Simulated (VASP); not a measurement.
# Fe4Co (P6_3/mmc) in VASP: single point with PBE

Aim: the single point of Fe4Co with PBE.

Everything below comes from runs of VASP 6.6.1. Logs are shortened: lines on timing, memory, paths and dates and some standing lists are left out, and cuts for length are marked.

### 1 The cell of the first run

It takes space group P6_3/mmc (No. 194, hexagonal). The conventional cell has a = 2.535 Å, b = 2.535 Å, c = 20.054 Å, α = 90.00°, β = 90.00°, γ = 120.00°. Within 3.3 Å of Fe (site symmetry 3m) lie 9 Fe at 2.48 to 2.53 Å and 3 Co at 2.48 Å. Within 3.3 Å of Fe (site symmetry 3m) lie 12 Fe at 2.48 to 2.53 Å. Within 3.3 Å of Co (site symmetry -6m2) lie 6 Fe at 2.48 Å and 6 Co at 2.53 Å.

### 2 Single point, PBE, collinear spin, ferrimagnetic start

Input file INCAR:

```
ALGO = Normal
EDIFF = 1E-6
ENCUT = 520
GGA = PE
ISIF = 2
ISMEAR = 0
ISPIN = 2
LASPH = T
LCHARG = T
LELF = T
LMAXMIX = 4
LORBIT = 11
LREAL = F
LVHAR = T
LWAVE = F
MAGMOM = 4 4 4 -4 -4 -4 4 4 3 3
NBANDS = 56
NELM = 150
PREC = Accurate
SIGMA = 0.1
```

Input file KPOINTS:

```
k-points
0
Gamma
  6 6 1
```

Input file POSCAR:

```
Fe4Co
1.0
    2.5345300400      0.0000000000      0.0000000000
   -1.2672650200      2.1949674000      0.0000000000
    0.0000000000      0.0000000000     20.0543397800
Fe Co
8 2
Direct
    0.3333333300      0.6666666700      0.6500000000
    0.3333333300      0.6666666700      0.8500000000
    0.3333333300      0.6666666700      0.0500000000
    0.3333333300      0.6666666700      0.4500000000
    0.6666666700      0.3333333300      0.9500000000
    0.6666666700      0.3333333300      0.1500000000
    0.6666666700      0.3333333300      0.3500000000
    0.6666666700      0.3333333300      0.5500000000
    0.3333333300      0.6666666700      0.2500000000
    0.6666666700      0.3333333300      0.7500000000
```

Potentials or basis: VASP PAW PBE potentials, release 64 (Fe, Co).

Command:

```bash
cat potpaw_PBE.64/Fe/POTCAR potpaw_PBE.64/Co/POTCAR > POTCAR
mpirun -np 1 vasp_std > vasp.out
```

OUTCAR:

```text
EDIFF = 1E-6
   ENCUT = 520
   GGA = PE
   ISIF = 2
   ISMEAR = 0
   ISPIN = 2
   LASPH = T
   LORBIT = 11
   LREAL = F
   NELM = 150
   PREC = Accurate

 ion  position               nearest neighbor table
   1  0.333  0.667  0.650-   8 2.48  10 2.48   8 2.48  10 2.48   8 2.48  10 2.48
   2  0.333  0.667  0.850-   5 2.48  10 2.48   5 2.48  10 2.48   5 2.48  10 2.48
   3  0.333  0.667  0.050-   5 2.48   6 2.48   5 2.48   6 2.48   5 2.48   6 2.48
   4  0.333  0.667  0.450-   8 2.48   7 2.48   8 2.48   7 2.48   8 2.48   7 2.48
   5  0.667  0.333  0.950-   3 2.48   2 2.48   3 2.48   2 2.48   3 2.48   2 2.48
   6  0.667  0.333  0.150-   3 2.48   9 2.48   3 2.48   9 2.48   3 2.48   9 2.48
   7  0.667  0.333  0.350-   4 2.48   9 2.48   4 2.48   9 2.48   4 2.48   9 2.48
   8  0.667  0.333  0.550-   4 2.48   1 2.48   4 2.48   1 2.48   4 2.48   1 2.48
   9  0.333  0.667  0.250-   6 2.48   7 2.48   6 2.48   7 2.48   6 2.48   7 2.48
  10  0.667  0.333  0.750-   1 2.48   2 2.48   1 2.48   2 2.48   1 2.48   2 2.48

  LATTYP: Found a hexagonal cell.
 ALAT       =     2.5345300400
 C/A-ratio  =     7.9124490393

  Lattice vectors:

 A1 = (   2.5345300400,   0.0000000000,   0.0000000000)
 A2 = (  -1.2672650200,   2.1949674000,   0.0000000000)
 A3 = (   0.0000000000,   0.0000000000,  20.0543397800)

Analysis of symmetry for initial positions (statically):
=====================================================================
 Subroutine PRICEL returns:
 Original cell was already a primitive cell.

 Routine SETGRP: Setting up the symmetry group for a
 hexagonal supercell.

 Subroutine GETGRP returns: Found 24 space group operations
 (whereof 12 operations were pure point group operations)
 out of a pool of 24 trial point group operations.

The static configuration has the point symmetry D_3d.
 The point group associated with its full space group is D_6h.

Analysis of symmetry for dynamics (positions and initial velocities):
=====================================================================
 Subroutine PRICEL returns:
 Original cell was already a primitive cell.

 Routine SETGRP: Setting up the symmetry group for a
 hexagonal supercell.

 Subroutine GETGRP returns: Found 24 space group operations
 (whereof 12 operations were pure point group operations)
 out of a pool of 24 trial point group operations.

The dynamic configuration has the point symmetry D_3d.
 The point group associated with its full space group is D_6h.

Analysis of structural, dynamic, and magnetic symmetry:
=====================================================================
 Subroutine PRICEL returns:
 Original cell was already a primitive cell.

 Routine SETGRP: Setting up the symmetry group for a
 hexagonal supercell.

 Subroutine GETGRP returns: Found  6 space group operations
 (whereof  6 operations were pure point group operations)
 out of a pool of 24 trial point group operations.

The overall configuration has the point symmetry C_3v.

 Subroutine INISYM returns: Found  6 space group operations
 (whereof  6 operations are pure point group operations),
 and found     1 'primitive' translations

----------------------------------------------------------------------------------------

                                     Primitive cell

  volume of cell :     111.5665

  direct lattice vectors                    reciprocal lattice vectors
     2.534530040  0.000000000  0.000000000     0.394550463  0.227793816  0.000000000
    -1.267265020  2.194967400  0.000000000     0.000000000  0.455587632  0.000000000
     0.000000000  0.000000000 20.054339780     0.000000000  0.000000000  0.049864519

  length of vectors
     2.534530040  2.534530039 20.054339780     0.455587632  0.455587632  0.049864519

  position of ions in fractional coordinates (direct lattice)
     0.333333330  0.666666670  0.650000000
     0.333333330  0.666666670  0.850000000
     0.333333330  0.666666670  0.050000000
     0.333333330  0.666666670  0.450000000
     0.666666670  0.333333330  0.950000000
     0.666666670  0.333333330  0.150000000
     0.666666670  0.333333330  0.350000000
     0.666666670  0.333333330  0.550000000
     0.333333330  0.666666670  0.250000000
     0.666666670  0.333333330  0.750000000

  ion indices of the primitive-cell ions
   primitive index   ion index
                 1           1
                 2           2
                 3           3
                 4           4
                 5           5
                 6           6
                 7           7
                 8           8
                 9           9
                10          10

----------------------------------------------------------------------------------------

 KPOINTS: k-points

Automatic generation of k-mesh.
 Grid dimensions read from file:
 generate k-points for:    6    6    1

 Generating k-lattice:

  Cartesian coordinates                     Fractional coordinates (reciprocal lattice)
     0.065758410  0.037965636  0.000000000     0.166666667  0.000000000  0.000000000
     0.000000000  0.075931272  0.000000000     0.000000000  0.166666667  0.000000000
     0.000000000  0.000000000  0.049864519     0.000000000  0.000000000  1.000000000

  Length of vectors
     0.075931272  0.075931272  0.049864519

  Shift w.r.t. Gamma in fractional coordinates (k-lattice)
     0.000000000  0.000000000  0.000000000

 Subroutine IBZKPT returns following result:
 ===========================================

 Found      7 irreducible k-points:

 Following reciprocal coordinates:
            Coordinates               Weight
  0.000000  0.000000  0.000000      1.000000
  0.166667  0.000000  0.000000      6.000000
  0.333333  0.000000  0.000000      6.000000
  0.500000  0.000000  0.000000      3.000000
  0.166667  0.166667  0.000000      6.000000
  0.333333  0.166667  0.000000     12.000000
  0.333333  0.333333  0.000000      2.000000
   k-points           NKPTS =      7   k-points in BZ     NKDIM =      7   number of bands    NBANDS=     56
   number of dos      NEDOS =    301   number of ions     NIONS =     10
   total plane-waves  NPLWV =  60000
   dimension x,y,z NGX =    20 NGY =   20 NGZ =  150
   dimension x,y,z NGXF=    40 NGYF=   40 NGZF=  300
   ions per type =               8   2
   NGX,Y,Z   is equivalent  to a cutoff of  13.12, 13.12, 12.43 a.u.
   NGXF,Y,Z  is equivalent  to a cutoff of  26.24, 26.24, 24.87 a.u.
 SYSTEM =  unknown system
   PREC   = accura    normal or accurate (medium, high low for compatibility)
   ISTART =      0    job   : 0-new  1-cont  2-samecut
   ICHARG =      2    charge: 1-file 2-atom 10-const
   ISPIN  =      2    spin polarized calculation?
   LNONCOLLINEAR =      F non collinear calculations
   LSORBIT =      F    spin-orbit coupling
   LASPH  =      T    aspherical Exc in radial PAW
   ENCUT  =  520.0 eV  38.22 Ry    6.18 a.u.   4.71  4.71 37.29*2*pi/ulx,y,z
   NELM   =    150;   NELMIN=  2; NELMDL= -5     # of ELM steps
   EDIFF  = 0.1E-05   stopping-criterion for ELM
   LREAL  =      F    real-space projection
   EDIFFG = 0.1E-04   stopping-criterion for IOM
   NSW    =      0    number of steps for IOM
   IBRION =     -1    ionic relax: 0-MD 1-quasi-New 2-CG
   NFREE  =      0    steps in history (QN), initial steepest desc. (CG)
   ISIF   =      2    stress and relaxation
   ISYM   =      2    0-nonsym 1-usesym 2-fastsym
   POTIM  = 0.5000    time-step for ionic-motion
   TEBEG  =    0.0;   TEEND  =   0.0 temperature during run
   PSTRESS=    0.0 pullay stress
   NELECT =      82.0000    total number of electrons
   NUPDOWN=      -1.0000    fix difference up-down
   EMIN   =  10.00;   EMAX   =-10.00  energy-range for DOS
   EFERMI =   0.00;   METHOD = LEGACY
   ISMEAR =     0;   SIGMA  =   0.10  broadening in eV -4-tet -1-fermi 0-gaus
   EFERMI_NEDOS =   21; number of points for ismear=-14 and -15
   IALGO  =     38    algorithm
   IMIX   =      4    mixing-type and parameters
     AMIX     =   0.40;   BMIX     =  1.00
     AMIX_MAG =   1.60;   BMIX_MAG =  1.00
  volume/ion in A,a.u.               =      11.16        75.29
  Fermi-wavevector in a.u.,A,eV,Ry     =   1.477412  2.791903 29.698047  2.182745
  Thomas-Fermi vector in A             =   2.591819
   LORBIT       =     11    0 simple, 1 ext, 2 COOP (PROOUT), +10 PAW based schemes
   GGA     = PE    functional components
   LHFCALC =     F    Hartree Fock is set to
   AEXX    =    0.0000 exact exchange contribution
   IVDW    =     0    specifies the selected vdW correction
   LEPSILON=     F    determine dielectric tensor
   LRPA    =     F    only Hartree local field effects (RPA)
 spin polarized calculation
 Gauss-broadening in eV      SIGMA  =   0.10
  energy-cutoff  :      520.00
  volume of cell :      111.57
 maximum number of plane-waves:      3039
 NGX is ok and might be reduce to    20
   NGX =  9   NGY =  9   NGZ = 75

 number of electron      82.0000020 magnetization      10.1512693

 number of electron      82.0000021 magnetization       6.5122074

 Free energy of the ion-electron system (eV)
  ---------------------------------------------------
  ext. energy  EPLUGINS =         0.00000000
  ---------------------------------------------------
  free energy    TOTEN  =       -78.67356072 eV

  energy without entropy =      -78.60689076  energy(sigma->0) =      -78.64022574

 E-fermi :   6.8276     XC(G=0): -13.2428

 val. band max:        6.8267394674   @ k =   0.3333   0.1667   0.0000
 cond. band min:       6.8626762005   @ k =   0.3333   0.1667   0.0000
 fundamental gap:      0.0359367331
 Fermi energy:         6.8275838942

 spin component 1

 k-point     1 :       0.0000    0.0000    0.0000
  band No.  band energies     occupation
      1      -1.7605      1.00000
      2      -1.3820      1.00000
      3      -1.3126      1.00000
      4      -0.2360      1.00000
      5      -0.1709      1.00000
      6       1.2067      1.00000
[... 45 lines left out ...]
     52       6.7934      0.68546
     53       6.7934      0.68546
[... 334 lines left out ...]
     52      12.1296      0.00000
     53      12.2512      0.00000
 Fermi energy:         6.8275838942

 spin component 2

 k-point     1 :       0.0000    0.0000    0.0000
  band No.  band energies     occupation
      1      -1.7370      1.00000
      2      -1.3690      1.00000
      3      -1.2792      1.00000
      4      -0.2711      1.00000
      5      -0.0668      1.00000
      6       1.2296      1.00000
[... 45 lines left out ...]
     52       7.6528      0.00000
     53       7.8489      0.00000
[... 334 lines left out ...]
     52      12.5891      0.00000
     53      12.7075      0.00000
 [bands above 53 left out]

------------------------ aborting loop because EDIFF is reached ----------------------------------------

  FORCE on cell =-STRESS in cart. coord.  units (eV):
  Direction    XX          YY          ZZ          XY          YZ          ZX
  --------------------------------------------------------------------------------------
  -------------------------------------------------------------------------------------
  Total       -7.3981682     -7.3981682     -1.6881049      0.0000000     -0.0000000      0.0000000
  in kB     -106.2431396   -106.2431394    -24.2424284      0.0000000     -0.0000000      0.0000000
  external PRESSURE =     -78.9095691 kB  Pullay stress =       0.0000000 kB

 VOLUME and BASIS-vectors are now :
 -----------------------------------------------------------------------------
  energy-cutoff  :      520.00
  volume of cell :      111.57
      direct lattice vectors                 reciprocal lattice vectors
     2.534530040  0.000000000  0.000000000     0.394550463  0.227793816  0.000000000
    -1.267265020  2.194967400  0.000000000     0.000000000  0.455587632  0.000000000
     0.000000000  0.000000000 20.054339780     0.000000000  0.000000000  0.049864519

 POSITION                                       TOTAL-FORCE (eV/Angst)
 -----------------------------------------------------------------------------------
     -0.00000      1.46331     13.03532         0.000000     -0.000000      0.288818
     -0.00000      1.46331     17.04619        -0.000000     -0.000000      0.145718
     -0.00000      1.46331      1.00272         0.000000     -0.000000      0.524352
     -0.00000      1.46331      9.02445        -0.000000      0.000000      0.134022
      1.26727      0.73166     19.05162         0.000000     -0.000000     -0.027668
      1.26727      0.73166      3.00815        -0.000000      0.000000     -0.499039
      1.26727      0.73166      7.01902         0.000000     -0.000000     -0.033465
      1.26727      0.73166     11.02989        -0.000000      0.000000     -0.819584
     -0.00000      1.46331      5.01358         0.000000     -0.000000     -0.046214
      1.26727      0.73166     15.04075        -0.000000      0.000000      0.333060
 -----------------------------------------------------------------------------------
    total drift:                                0.000000     -0.000000      0.000541

  FREE ENERGIE OF THE ION-ELECTRON SYSTEM (eV)
  ---------------------------------------------------
  free  energy   TOTEN  =       -78.6735607200 eV

  energy  without entropy=      -78.6068907606  energy(sigma->0) =      -78.64022574

 total charge

# of ion       s       p       d       tot
------------------------------------------
    1        0.495   0.542   6.247   7.284
    2        0.495   0.539   6.254   7.289
    3        0.496   0.553   6.251   7.300
    4        0.499   0.557   6.230   7.286
    5        0.499   0.556   6.234   7.289
    6        0.489   0.541   6.255   7.285
    7        0.495   0.542   6.249   7.286
    8        0.502   0.549   6.268   7.319
    9        0.485   0.511   7.264   8.259
   10        0.486   0.513   7.269   8.268
--------------------------------------------------
tot          4.941   5.403  64.522  74.865

 magnetization (x)

# of ion       s       p       d       tot
------------------------------------------
    1       -0.010  -0.038   2.340   2.291
    2       -0.001  -0.016   1.524   1.507
    3        0.003   0.008   1.097   1.109
    4       -0.010  -0.016  -1.831  -1.856
    5       -0.008  -0.015  -1.789  -1.811
    6       -0.008  -0.017  -0.291  -0.316
    7        0.000  -0.012   1.562   1.551
    8       -0.006  -0.015   1.380   1.360
    9       -0.008  -0.027   1.240   1.205
   10       -0.017  -0.050   1.561   1.495
--------------------------------------------------
tot         -0.063  -0.198   6.795   6.535
```

Run time: 16 min. Hardware: 1 thread of Intel Xeon 8259CL, shared host; peak memory 0.31 GiB.

What came out:

- Free energy: -78.6736 eV
- Pressure: -7.9 GPa
- Largest force: 0.820 eV/Å
- Net moment: 6.51 μB per cell
- Site moments: Fe +2.29, +1.51, +1.11, -1.86, -1.81, -0.32, +1.55, +1.36; Co +1.21, +1.50 μB
- Valence electrons inside the program's atomic spheres: Fe 7.28, 7.29, 7.30, 7.32 (each value once); Co 8.26, 8.27

Forces in eV/Å, atoms in the order of the input:
```
Fe   0.000  0.000  0.289
Fe   0.000  0.000  0.146
Fe   0.000  0.000  0.524
Fe   0.000  0.000  0.134
Fe   0.000  0.000 -0.028
Fe   0.000  0.000 -0.499
Fe   0.000  0.000 -0.033
Fe   0.000  0.000 -0.820
Co   0.000  0.000 -0.046
Co   0.000  0.000  0.333
```

Stress tensor (GPa, compression positive):
```
-10.62   0.00   0.00
  0.00 -10.62   0.00
  0.00   0.00  -2.42
```

Levels at points of the mesh, in eV from the Fermi level:
Spin up:
| k point | band 44 | band 45 | band 46 | band 47 | band 48 | band 49 |
| --- | --- | --- | --- | --- | --- | --- |
| (0.00, 0.00, 0.00) | -0.85 | -0.67 | -0.58 | -0.58 | -0.53 | -0.53 |
| (0.50, 0.00, 0.00) | 0.33 | 0.47 | 0.84 | 0.88 | 0.96 | 1.21 |
Spin down:
| k point | band 34 | band 35 | band 36 | band 37 | band 38 | band 39 | band 40 | band 41 |
| --- | --- | --- | --- | --- | --- | --- | --- | --- |
| (0.00, 0.00, 0.00) | -0.65 | -0.58 | -0.58 | -0.56 | -0.56 | -0.47 | -0.39 | -0.39 |
| (0.50, 0.00, 0.00) | -0.03 | 0.07 | 0.15 | 0.51 | 0.71 | 0.74 | 0.92 | 0.97 |

Caveat: the k points lie up to 0.48 Å⁻¹ apart.
